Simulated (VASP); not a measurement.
A run of VASP 6.6.1 is set up as follows.

File INCAR:

```
ALGO = Normal ; EDIFF = 1E-6
ENCUT = 520 ; GGA = PS
ISIF = 2 ; ISMEAR = 0
LASPH = T ; LCHARG = T
LELF = T ; LREAL = F
LVHAR = T ; LWAVE = F
NBANDS = 30 ; NELM = 60
PREC = Accurate ; SIGMA = 0.02
```

KPOINTS

```
k-points
0
Gamma
  6 6 4
```

Contents of POSCAR:

```
RbNa3Te2
1.0
    5.2553253354      0.0000000000      0.0000000000
   -2.6276626677      4.5512452456      0.0000000000
    0.0000000000      0.0000000000      8.6270922240
Rb Na Te
1 3 2
Direct
    0.0000000000      0.0000000000      0.0000000000
    0.3333333333      0.6666666667      0.3406227343
    0.6666666667      0.3333333333      0.6593772657
    0.0000000000      0.0000000000      0.5000000000
    0.3333333333      0.6666666667      0.7158102127
    0.6666666667      0.3333333333      0.2841897873
```

Potentials or basis: VASP PAW PBE potentials, release 64 (Rb_sv, Na_pv, Te).

Launch:

```console
$ cat potpaw_PBE.64/Rb_sv/POTCAR potpaw_PBE.64/Na_pv/POTCAR potpaw_PBE.64/Te/POTCAR > POTCAR
$ mpirun -np 1 vasp_std > vasp.out
```

Question: Estimate the band gap on the k mesh.

Answer: 1.60 eV.

Question: What does it give for the largest force?

Answer: 0.024 eV/Å.

Question: Predict the pressure.

Answer: -0.7 GPa.

Forces in eV/Å, atoms in the order of the input:
```
Rb   0.000  0.000  0.000
Na   0.000  0.000 -0.006
Na   0.000  0.000  0.006
Na   0.000  0.000  0.000
Te   0.000  0.000 -0.024
Te   0.000  0.000  0.024
```

Caveat: the PAW data sets were made with another functional, which shifts forces and pressure a little; spin-orbit coupling is left out, which moves the levels of the heavy elements. A k mesh can miss the band edges.
